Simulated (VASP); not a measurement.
Wanted: the native input for a VASP 6.6.1 run.

| Quantity | Value |
| --- | --- |
| Task | relaxation of cell and atoms |
| Functional | PBE |
| Potentials or basis | VASP PAW PBE potentials, release 64 (Ru_pv, Sc_sv) |
| Cutoff | 600 eV |
| k mesh | 7 × 7 × 7 |
| Occupations | fermi-dirac, width 0.05 eV |
| Spin | no spin polarisation |
| Dipole correction | no |
| Further INCAR settings | ALGO = Normal; EDIFF = 1e-06; IBRION = 2; EDIFFG = -0.01; NSW = 60; ISIF = 3 |

The structure of ScRu3 lies in POSCAR:

```
ScRu3
1.0
   -1.9492590000      1.9492590000      4.0222910000
    1.9492590000     -1.9492590000      4.0222910000
    1.9492590000      1.9492590000     -4.0222910000
Ru Sc
3 1
Direct
    0.5000000000      0.5000000000      0.0000000000
    0.2500000000      0.7500000000      0.5000000000
    0.7500000000      0.2500000000      0.5000000000
    0.0000000000      0.0000000000      0.0000000000
```

One way to write it, as run:

INCAR

```
SYSTEM = ScRu3
ALGO = Normal
EDIFF = 1E-6
EDIFFG = -0.01
ENCUT = 600
GGA = PE
IBRION = 2
ISIF = 3
ISMEAR = -1
LASPH = .True.
LCHARG = .False.
LREAL = .False.
LWAVE = .False.
NELM = 80
NSW = 60
PREC = Accurate
SIGMA = 0.05
```

KPOINTS

```
k-points
0
Gamma
  7 7 7
  0 0 0
```

Potentials or basis: VASP PAW PBE potentials, release 64 (Ru_pv, Sc_sv).

Launch:

```bash
$ cat potpaw_PBE.64/Ru_pv/POTCAR potpaw_PBE.64/Sc_sv/POTCAR > POTCAR
$ mpirun -np 1 vasp_std > vasp.out
```

It gave:

| Quantity | Value |
| --- | --- |
| Relaxed volume | 15.17 Å³/atom |
| Relaxed cell | a = 4.878 Å, b = 4.878 Å, c = 4.878 Å, α = 133.15°, β = 133.15°, γ = 68.43° |
| Space group after relaxing (to 0.05 Å) | I4/mmm (No. 139) |
| Energy gained by relaxing | 0.7 meV/atom |
| Ionic steps | 5 |
| Pressure after relaxing | 0.0 GPa |

Wall time 12 min on 1 thread of Intel(R) Xeon(R) Platinum 8259CL CPU @ 2.50GHz (Skylake/Cascade Lake), on a shared host, peak memory 0.28 GiB.
